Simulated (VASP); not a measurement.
# Ta3Si (P4_2/n) in VASP: single point with PBEsol

Aim: the single point of Ta3Si with PBEsol.

Program: VASP 6.6.1. These are calculated values, not measurements. Logs are shortened: lines on timing, memory, paths and dates and some standing lists are left out, and cuts for length are marked.

### Step 1. The cell of the first run

It takes space group P4_2/n (No. 86, tetragonal). The conventional cell has a = 10.125 Å, b = 10.125 Å, c = 5.160 Å, α = 90.00°, β = 90.00°, γ = 90.00°. Ta (site symmetry 1) has 4 Si at 2.56 to 2.68 Å and 11 Ta at 2.86 to 3.58 Å within 3.6 Å. Within 3.4 Å of Ta (site symmetry 1) lie 2 Si at 2.58 to 2.63 Å and 12 Ta at 2.66 to 3.19 Å. Within 3.4 Å of Ta (site symmetry 1) lie 3 Si at 2.56 to 2.82 Å and 10 Ta at 2.85 to 3.19 Å. Within 3.4 Å of Si (site symmetry 1) lie 9 Ta at 2.56 to 2.82 Å.

### Step 2. Single point, PBEsol

INCAR

```
SYSTEM = Ta3Si
PREC     = Accurate       ! precision mode
ENCUT    = 520            ! plane-wave cutoff, eV
EDIFF    = 1E-6           ! SCF threshold, eV
ISMEAR   = -1             ! smearing method
SIGMA    = 0.0948         ! smearing width, eV
LREAL    = Auto         
LASPH    = .True.         ! aspherical terms in the spheres
NELM     = 80             ! most SCF steps
ALGO     = Fast           ! electronic algorithm
ISIF     = 2              ! what is computed and relaxed
LWAVE    = .False.        ! write WAVECAR
LCHARG   = .False.        ! write CHGCAR
GGA      = PS             ! functional
NBANDS   = 170            ! bands
```

KPOINTS

```
Automatic mesh
0
Gamma
  2 2 4
  0.5 0.5 0.5
```

POSCAR

```
Ta3Si
1.0
   10.1247243230      0.0000000000      0.0000000000
    0.0000000000     10.1247243230      0.0000000000
    0.0000000000      0.0000000000      5.1598348213
Ta Si
24 8
Direct
    0.6463699907      0.5177955066      0.2747154018
    0.0856282235      0.4001620143      0.0305773128
    0.8122063991      0.7133618633      0.5133750273
    0.5856282235      0.9001620143      0.4694226872
    0.0177955066      0.8536300093      0.7747154018
    0.1463699907      0.0177955066      0.2252845982
    0.6877936009      0.7866381367      0.9866249727
    0.1877936009      0.2866381367      0.5133750273
    0.2133618633      0.6877936009      0.0133750273
    0.9001620143      0.4143717765      0.5305773128
    0.2866381367      0.8122063991      0.4866249727
    0.5177955066      0.3536300093      0.7252845982
    0.4822044934      0.6463699907      0.7252845982
    0.9822044934      0.1463699907      0.7747154018
    0.3122063991      0.2133618633      0.9866249727
    0.4001620143      0.9143717765      0.9694226872
    0.7866381367      0.3122063991      0.0133750273
    0.9143717765      0.5998379857      0.0305773128
    0.5998379857      0.0856282235      0.9694226872
    0.4143717765      0.0998379857      0.4694226872
    0.8536300093      0.9822044934      0.2252845982
    0.7133618633      0.1877936009      0.4866249727
    0.3536300093      0.4822044934      0.2747154018
    0.0998379857      0.5856282235      0.5305773128
    0.7949676618      0.9703915900      0.7194514946
    0.9703915900      0.2050323382      0.2805485054
    0.0296084100      0.7949676618      0.2805485054
    0.2949676618      0.4703915900      0.7805485054
    0.5296084100      0.2949676618      0.2194514946
    0.2050323382      0.0296084100      0.7194514946
    0.4703915900      0.7050323382      0.2194514946
    0.7050323382      0.5296084100      0.7805485054
```

Potentials or basis: VASP PAW PBE potentials, release 64 (Ta_pv, Si).

Command:

```bash
> cat potpaw_PBE.64/Ta_pv/POTCAR potpaw_PBE.64/Si/POTCAR > POTCAR
> mpirun -np 1 vasp_std > vasp.out
```

OUTCAR:

```text
SYSTEM = Ta3Si
   PREC = Accurate
   ENCUT = 520
   EDIFF = 1E-6
   ISMEAR = -1
   LREAL = Auto
   LASPH = .True.
   NELM = 80
   ISIF = 2
   GGA = PS

 ion  position               nearest neighbor table
   1  0.646  0.518  0.275-  29 2.56  31 2.62  32 2.62  32 2.68  17 2.86   3 2.87  23 2.99  10 3.07
                            18 3.10   7 3.13  12 3.14  13 3.14  12 3.53  13 3.53  22 3.58
   2  0.086  0.400  0.031-  28 2.58  26 2.63  18 2.66   8 2.93  15 2.98  14 3.07   8 3.08  23 3.10
                            17 3.16   9 3.19  24 3.19  10 3.19  10 3.19  24 3.19
   3  0.812  0.713  0.513-  32 2.56  27 2.64  25 2.82   7 2.85   5 2.86   1 2.87  18 2.93   4 2.98
                            18 3.08   7 3.09  21 3.13  10 3.16  24 3.19  13 3.58
   4  0.586  0.900  0.469-  25 2.58  31 2.63  20 2.66   7 2.93   3 2.98  13 3.07   7 3.08  21 3.10
                            11 3.16  22 3.19  19 3.19  16 3.19  16 3.19  19 3.19
   5  0.018  0.854  0.775-  25 2.56  30 2.62  27 2.62  27 2.68   3 2.86   9 2.87  14 2.99  18 3.07
                            24 3.10  11 3.13   6 3.14  21 3.14   6 3.53  21 3.53   7 3.58
   6  0.146  0.018  0.225-  27 2.56  26 2.62  30 2.62  30 2.68  11 2.86  15 2.87  21 2.99  16 3.07
                            20 3.10   8 3.13   5 3.14  14 3.14   5 3.53  14 3.53   9 3.58
   7  0.688  0.787  0.987-  25 2.56  31 2.64  32 2.82   3 2.85  13 2.86  21 2.87   4 2.93  18 2.98
                             4 3.08   3 3.09   1 3.13  19 3.16  16 3.19   5 3.58
   8  0.188  0.287  0.513-  28 2.56  26 2.64  30 2.82  15 2.85  14 2.86  23 2.87   2 2.93  20 2.98
                             2 3.08  15 3.09   6 3.13  24 3.16  10 3.19  12 3.58
   9  0.213  0.688  0.013-  27 2.56  28 2.64  31 2.82  11 2.85  23 2.86   5 2.87  24 2.93  16 2.98
[... 33 lines left out ...]
  26  0.970  0.205  0.281-  17 2.56  21 2.56  10 2.58   6 2.62  14 2.62   2 2.63   8 2.64  14 2.68
                            22 2.82
  27  0.030  0.795  0.281-   9 2.56   6 2.56  24 2.58  21 2.62   5 2.62  18 2.63   3 2.64   5 2.68
                            11 2.82
  28  0.295  0.470  0.781-   8 2.56  12 2.56   2 2.58  13 2.62  23 2.62  24 2.63   9 2.64  23 2.68
                            15 2.82
  29  0.530  0.295  0.219-  22 2.56   1 2.56  19 2.58  23 2.62  12 2.62  20 2.63  15 2.64  12 2.68
                            17 2.82
  30  0.205  0.030  0.719-  15 2.56  14 2.56  20 2.58   5 2.62   6 2.62  16 2.63  11 2.64   6 2.68
                             8 2.82
  31  0.470  0.705  0.219-  11 2.56  23 2.56  16 2.58   1 2.62  13 2.62   4 2.63   7 2.64  13 2.68
                             9 2.82
  32  0.705  0.530  0.781-   3 2.56  13 2.56  18 2.58  12 2.62   1 2.62  10 2.63  17 2.64   1 2.68
                             7 2.82

  LATTYP: Found a simple tetragonal cell.
 ALAT       =    10.1247243230
 C/A-ratio  =     0.5096271915

  Lattice vectors:

 A1 = (  10.1247243230,   0.0000000000,   0.0000000000)
 A2 = (   0.0000000000,  10.1247243230,   0.0000000000)
 A3 = (   0.0000000000,   0.0000000000,   5.1598348213)

Analysis of symmetry for initial positions (statically):
=====================================================================
 Subroutine PRICEL returns:
 Original cell was already a primitive cell.

 Routine SETGRP: Setting up the symmetry group for a
 simple tetragonal supercell.

[... 183 lines left out ...]
   LHFCALC =     F    Hartree Fock is set to
   AEXX    =    0.0000 exact exchange contribution
   IVDW    =     0    specifies the selected vdW correction
   LEPSILON=     F    determine dielectric tensor
   LRPA    =     F    only Hartree local field effects (RPA)
 non-spin polarized calculation
 RMM-DIIS sequential band-by-band and
  energy-cutoff  :      520.00
  volume of cell :      528.93
 maximum number of plane-waves:     14247
 NGX is ok and might be reduce to    80
   NGX = 37   NGY = 37   NGZ = 19

 number of electron     296.0000007 magnetization

 Free energy of the ion-electron system (eV)
  ---------------------------------------------------
  ext. energy  EPLUGINS =         0.00000000
  ---------------------------------------------------
  free energy    TOTEN  =      -362.37683702 eV

  energy without entropy =     -361.81418873  energy(sigma->0) =     -362.09551288

 E-fermi :   6.7423     XC(G=0): -12.5789

 val. band max:        6.7291390959   @ k =   0.2500   0.2500   0.1250
 cond. band min:       6.8354012692   @ k =   0.2500   0.2500   0.1250
 fundamental gap:      0.1062621733
 Fermi energy:         6.7422562078

 k-point     1 :       0.2500    0.2500    0.1250
  band No.  band energies     occupation
      1     -27.6953      2.00000
      2     -27.6795      2.00000
      3     -27.6712      2.00000
      4     -27.6564      2.00000
      5     -27.6555      2.00000
      6     -27.6429      2.00000
[... 152 lines left out ...]
    159       7.7876      0.00003
    160       7.8811      0.00001

 k-point     2 :       0.2500    0.2500    0.3750
  band No.  band energies     occupation
      1     -27.7216      2.00000
      2     -27.7133      2.00000
      3     -27.7014      2.00000
      4     -27.6800      2.00000
      5     -27.6707      2.00000
      6     -27.6560      2.00000
[... 152 lines left out ...]
    159       8.0118      0.00000
    160       8.0708      0.00000
 [bands above 160 left out]

------------------------ aborting loop because EDIFF is reached ----------------------------------------

  FORCE on cell =-STRESS in cart. coord.  units (eV):
  Direction    XX          YY          ZZ          XY          YZ          ZX
  --------------------------------------------------------------------------------------
  -------------------------------------------------------------------------------------
  Total        1.4172374      1.4172374      0.5948466      0.0000017      0.0000000      0.0000000
  in kB        4.2929021      4.2929021      1.8018281      0.0000051      0.0000000      0.0000000
  external PRESSURE =       3.4625441 kB  Pullay stress =       0.0000000 kB

 VOLUME and BASIS-vectors are now :
 -----------------------------------------------------------------------------
  energy-cutoff  :      520.00
  volume of cell :      528.93
      direct lattice vectors                 reciprocal lattice vectors
    10.124724323  0.000000000  0.000000000     0.098768121  0.000000000  0.000000000
     0.000000000 10.124724323  0.000000000     0.000000000  0.098768121  0.000000000
     0.000000000  0.000000000  5.159834821     0.000000000  0.000000000  0.193804654

 POSITION                                       TOTAL-FORCE (eV/Angst)
 -----------------------------------------------------------------------------------
      6.54432      5.24254      1.41749        -0.047312      0.033382      0.029221
      0.86696      4.05153      0.15777        -0.001738     -0.048767      0.014257
      8.22337      7.22259      2.64893        -0.020619      0.006431     -0.006495
      5.92932      9.11389      2.42214        -0.001738     -0.048767     -0.014257
      0.18017      8.64277      3.99740         0.033382      0.047312      0.029221
      1.48196      0.18017      1.16243        -0.047312      0.033382     -0.029221
[... 24 lines left out ...]
      4.76259      7.13826      1.13233         0.012290     -0.003580      0.012221
      7.13826      5.36214      4.02750        -0.003580     -0.012290     -0.012221
 -----------------------------------------------------------------------------------
    total drift:                                0.000000     -0.000000     -0.000000

  FREE ENERGIE OF THE ION-ELECTRON SYSTEM (eV)
  ---------------------------------------------------
  free  energy   TOTEN  =      -362.3768370247 eV

  energy  without entropy=     -361.8141887282  energy(sigma->0) =     -362.09551288
```

OSZICAR:

```text
N       E                     dE             d eps       ncg     rms          rms(c)
DAV:   1     0.308754194741E+04    0.30875E+04   -0.15833E+05   680   0.178E+03
DAV:   2    -0.159757132356E+03   -0.32473E+04   -0.31694E+04   704   0.533E+02
DAV:   3    -0.370429216227E+03   -0.21067E+03   -0.20040E+03   840   0.110E+02
[... 11 lines left out ...]
RMM:  15    -0.362376810120E+03    0.22934E-04   -0.56445E-04   800   0.385E-02    0.315E-02
RMM:  16    -0.362376832965E+03   -0.22846E-04   -0.23778E-04   971   0.184E-02    0.172E-02
RMM:  17    -0.362376834719E+03   -0.17534E-05   -0.46223E-05   760   0.875E-03    0.312E-03
RMM:  18    -0.362376836310E+03   -0.15913E-05   -0.17397E-05   681   0.486E-03    0.200E-03
RMM:  19    -0.362376837025E+03   -0.71461E-06   -0.64130E-06   524   0.255E-03
   1 F= -.36237684E+03 E0= -.36209551E+03  d E =-.562648E+00
```

It took 7.6 min on 1 thread of Oxide Virtual Turin-like, shared host; peak memory 0.58 GiB.

Results:

| Property | Result |
| --- | --- |
| Free energy | -362.3768 eV |
| Pressure | 0.3 GPa |
| Largest force | 0.065 eV/Å |
| Band gap on the k mesh | zero (bands 148 and 149 overlap by 0.02 eV) |

Forces on the atoms (eV/Å):
```
Ta  -0.047  0.033  0.029
Ta  -0.002 -0.049  0.014
Ta  -0.021  0.006 -0.006
Ta  -0.002 -0.049 -0.014
Ta   0.033  0.047  0.029
Ta  -0.047  0.033 -0.029
Ta   0.021 -0.006  0.006
Ta   0.021 -0.006 -0.006
Ta   0.006  0.021 -0.006
Ta  -0.049  0.002  0.014
Ta  -0.006 -0.021  0.006
Ta   0.033  0.047 -0.029
Ta  -0.033 -0.047 -0.029
Ta  -0.033 -0.047  0.029
Ta  -0.021  0.006  0.006
Ta  -0.049  0.002 -0.014
Ta  -0.006 -0.021 -0.006
Ta   0.002  0.049  0.014
Ta   0.049 -0.002 -0.014
Ta   0.002  0.049 -0.014
Ta   0.047 -0.033 -0.029
Ta   0.006  0.021  0.006
Ta   0.047 -0.033  0.029
Ta   0.049 -0.002  0.014
Si   0.004  0.012  0.012
Si   0.012 -0.004 -0.012
Si  -0.012  0.004 -0.012
Si   0.004  0.012 -0.012
Si  -0.012  0.004  0.012
Si  -0.004 -0.012  0.012
Si   0.012 -0.004  0.012
Si  -0.004 -0.012 -0.012
```

Stress tensor (GPa, compression positive):
```
0.43 0.00 0.00
0.00 0.43 0.00
0.00 0.00 0.18
```

Levels at points of the mesh, in eV from the Fermi level:
| k point | band 145 | band 146 | band 147 | band 148 | band 149 | band 150 | band 151 | band 152 |
| --- | --- | --- | --- | --- | --- | --- | --- | --- |
| (0.25, 0.25, 0.12) | -0.30 | -0.23 | -0.16 | -0.01 | 0.09 | 0.20 | 0.32 | 0.42 |

Caveat: the PAW data sets were made with another functional, which shifts forces and pressure a little; spin-orbit coupling is left out, which moves the levels of the heavy elements.
